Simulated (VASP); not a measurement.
Wanted: the native input for a VASP 6.6.1 run.

| Property | Result |
| --- | --- |
| Task | relaxation of cell and atoms |
| Functional | PBE |
| Dispersion | D3(BJ) |
| Potentials or basis | VASP PAW PBE potentials, release 64 (Ge_d) |
| Cutoff | 600 eV |
| k mesh | 10 × 10 × 6 |
| Occupations | fermi-dirac, width 0.05 eV |
| Spin | no spin polarisation |
| Dipole correction | no |
| Further INCAR settings | ALGO = Normal; EDIFF = 1e-07; IBRION = 2; EDIFFG = -0.01; NSW = 60; ISIF = 3 |

The structure of Ge lies in POSCAR:

```
Ge
1.0
    1.4880529250     -2.5946896100      0.0000000000
    1.4880529250      2.5946896100      0.0000000000
    0.0000000000      0.0000000000      4.7275957900
Ge
2
Direct
    0.3334466300      0.6665533700      0.2500000000
    0.6665533700      0.3334466300      0.7500000000
```

These files were run (other wordings do the same):

INCAR

```
ALGO = Normal
EDIFF = 1E-7
EDIFFG = -0.01
ENCUT = 600
GGA = PE
IBRION = 2
ISIF = 3
ISMEAR = -1
IVDW = 12
LASPH = True
LCHARG = False
LREAL = False
LWAVE = False
NELM = 60
NSW = 60
PREC = Accurate
SIGMA = 0.05
```

KPOINTS

```
k-points
0
Gamma
  10 10 6
```

Potentials or basis: VASP PAW PBE potentials, release 64 (Ge_d).

Launch:

```console
$ cat potpaw_PBE.64/Ge_d/POTCAR > POTCAR
$ mpirun -np 1 vasp_std > vasp.out
```

It gave:

```
Relaxed volume                         : 18.47 Å³/atom
Relaxed cell                           : a = 2.987 Å, b = 2.987 Å, c = 4.828 Å, α = 90.00°, β = 90.00°, γ = 120.92°
Space group after relaxing (to 0.05 Å) : Cmcm (No. 63)
Energy gained by relaxing              : 3.6 meV/atom
Ionic steps                            : 15
Pressure after relaxing                : 0.0 GPa
Largest force after relaxing           : 0.007 eV/Å
Band gap on the k mesh                 : zero (band 14 reaches 13.84 eV, above the bottom of band 15 at 4.79 eV)
Dispersion energy per atom             : -0.358 eV
```

Caveat: pairwise dispersion overbinds metals, which lowers pressure and volume.

Wall time 3.6 min on 1 thread of Intel(R) Xeon(R) 6975P-C (Granite Rapids), with other jobs on the host, peak memory 0.23 GiB.
